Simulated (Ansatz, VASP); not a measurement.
Cu in VASP and in Ansatz

File INCAR:

```
ALGO = Normal ; EDIFF = 1E-6
ENCUT = 600 ; GGA = PE
GGA_COMPAT = False ; ISIF = 2
ISMEAR = -1 ; LASPH = True
LCHARG = False ; LREAL = False
LWAVE = False ; NBANDS = 12
NELM = 120 ; PREC = Accurate
SIGMA = 0.06122561905347299
```

The input KPOINTS:

```
k-points
0
Gamma
  12 12 12
```

POSCAR

```
Cu
1.0
    0.0000000000      1.8147046498      1.8147046498
    1.8147046498      0.0000000000      1.8147046498
    1.8147046498      1.8147046498      0.0000000000
Cu
1
Direct
    0.0000000000      0.0000000000      0.0000000000
```

Input for Ansatz:

```yaml
crystal:
  atoms:
  - position: [0.0, 0.0, 0.0]
    symbol: Cu
  lattice:
  - [0.0, 1.8147046498087778, 1.8147046498087778]
  - [1.8147046498087778, 0.0, 1.8147046498087778]
  - [1.8147046498087778, 1.8147046498087778, 0.0]
hamiltonian:
  dispersion: none
  pseudopotentials:
    kind: all_electron
    lapw: {}
    relativity: scalar
  xc: pbe
kpoints:
  mp_grid:
    grid: [12, 12, 12]
    shift: [0, 0, 0]
magnetization: {spin_polarized: false}
output: {forces: true, stress: true}
scf:
  occupations: {method: fermi_dirac, width: 0.06122561905347299}
```

Alike in both runs: task single point; functional PBE; k mesh 12 × 12 × 12; occupations fermi-dirac, width 0.0612256 eV; no spin polarisation.

```csv
,VASP,Ansatz
version,VASP 6.6.1,Ansatz 0.2 development build
potentials or method,"VASP PAW PBE potentials, release 64 (Cu), cutoff 600 eV","all-electron full-potential LAPW, scalar-relativistic"
```

VASP gave:

```
pressure (GPa) : 0.6
```

What did Ansatz give for the same quantities?

Pressure (GPa): -0.1.

Ansatz ran all-electron here, and VASP with PAW potentials.
